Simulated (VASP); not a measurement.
Ca8S: single point with PBE

Ca8S, a slab with vacuum:

```xyz
9
Lattice="7.8132 0.0000 0.0000 -3.9066 6.7665 0.0000 0.0000 0.0000 18.4977" Properties=species:S:1:pos:R:3 pbc="T T T"
Ca    1.9533    1.1277    4.0000
Ca    0.0000    4.5110    4.0000
Ca    5.8599    1.1277    4.0000
Ca    3.9066    4.5110    4.0000
Ca    0.0000    2.2555    6.9977
Ca   -1.9533    5.6387    6.9977
Ca    3.9066    2.2555    6.9977
Ca    1.9533    5.6387    6.9977
S    -0.3256    2.8194    9.3174
```

| Item | Value |
| --- | --- |
| Program | VASP 6.6.1 |
| Task | single point |
| Functional | PBE |
| Potentials or basis | VASP PAW PBE potentials, release 64 (Ca_sv, S) |
| Cutoff | 520 eV |
| k mesh | 6 × 6 × 1 |
| Occupations | gaussian, width 0.1 eV |
| Spin | no spin polarisation |

The largest force is 0.794 eV/Å and the band gap on the k mesh is zero (band 43 reaches -1.38 eV, above the bottom of band 44 at -1.84 eV).

Forces in eV/Å, atoms in the order of the input:
```
Ca   0.031 -0.012 -0.095
Ca   0.006  0.041 -0.189
Ca  -0.034 -0.022 -0.135
Ca  -0.011  0.004 -0.021
Ca   0.104 -0.198 -0.762
Ca   0.176 -0.385  0.464
Ca   0.205  0.100  0.347
Ca  -0.122 -0.161  0.353
S   -0.354  0.633  0.039
```

Levels at points of the mesh, in eV from the Fermi level:
```
           k point  band 41  band 42  band 43  band 44  band 45  band 46
(0.00, 0.00, 0.00)    -0.69    -0.54    -0.51    -0.21     0.26     0.36
(0.50, 0.00, 0.00)    -0.67    -0.53     0.24     0.33     0.40     0.47
(0.00, 0.50, 0.00)    -0.68    -0.52     0.24     0.33     0.41     0.45
(0.50, 0.50, 0.00)    -0.68    -0.52     0.25     0.31     0.39     0.52
```

It took 24 min on 1 thread of AMD EPYC 9R45 96-Core Processor (Zen 5) (shared host), peak memory 1.4 GiB.
